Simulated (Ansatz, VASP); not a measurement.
# One calculation of Te, two programs

The input INCAR:

```
  PREC = Accurate
  ENCUT = 520
  EDIFF = 1E-6
  ISMEAR = -1
  SIGMA = 0.1
  LREAL = False
  LASPH = True
  NELM = 80
  ALGO = Normal
  ISIF = 2
  LWAVE = False
  LCHARG = True
  GGA = PE
  LELF = True
  LVHAR = True
  NBANDS = 9
```

The input KPOINTS:

```
Automatic mesh
0
Gamma
  15 15 13
```

Contents of POSCAR:

```
Te
1.0
    2.8447956999      0.0000000000      0.0000000000
   -1.4223978499      2.4636653447      0.0000000000
    0.0000000000      0.0000000000      2.6642671052
Te
1
Direct
    0.0000000000      0.0000000000      0.0000000000
```

Input for Ansatz:

```yaml
crystal:
  lattice:
    - [2.8447956999, 0.0, 0.0]
    - [-1.4223978499, 2.4636653447, 0.0]
    - [0.0, 0.0, 2.6642671052]
  atoms:
    - { symbol: Te, position: [0.0, 0.0, 0.0] }
kpoints:
  mp_grid: { grid: [15, 15, 13] }
scf:
  occupations: { method: fermi_dirac, width: 0.1 }
hamiltonian:
  xc: pbe
  pseudopotentials: { kind: paw }
output:
  forces: true
  stress: true
  eigenvalues: true
  populations: true
```

Change from the starting cell: volume scaled by 0.6, PAW files.

Alike in both runs: task single point; functional PBE; k mesh 15 × 15 × 13; occupations fermi-dirac, width 0.1 eV; no spin polarisation.

```csv
,VASP,Ansatz
version,VASP 6.6.1,Ansatz 0.2.0
potentials or method,"VASP PAW PBE potentials, release 64 (Te)","PAW with Ansatz's default frozen-core files, scalar-relativistic"
plane-wave cutoff (eV),520,420
valence electrons in the cell,6,16
```

VASP gave:

| Property | Result |
| --- | --- |
| pressure (GPa) | 82.5 |
| traceless stress, the component that is largest in VASP (GPa) | 0.11 |

Question: Estimate Ansatz's values.

Answer: Pressure (GPa): 81.9; traceless stress, the component that is largest in VASP (GPa): 0.02.

Both programs put the cell under a high pressure, so it lies far from rest at this level. VASP's potentials hold 6 valence electrons a cell and Ansatz's 16, so a difference there can come from the potentials and not from the codes.

Spin-orbit coupling is off throughout. Noted on VASP's run: the cell as given lies far from equilibrium.
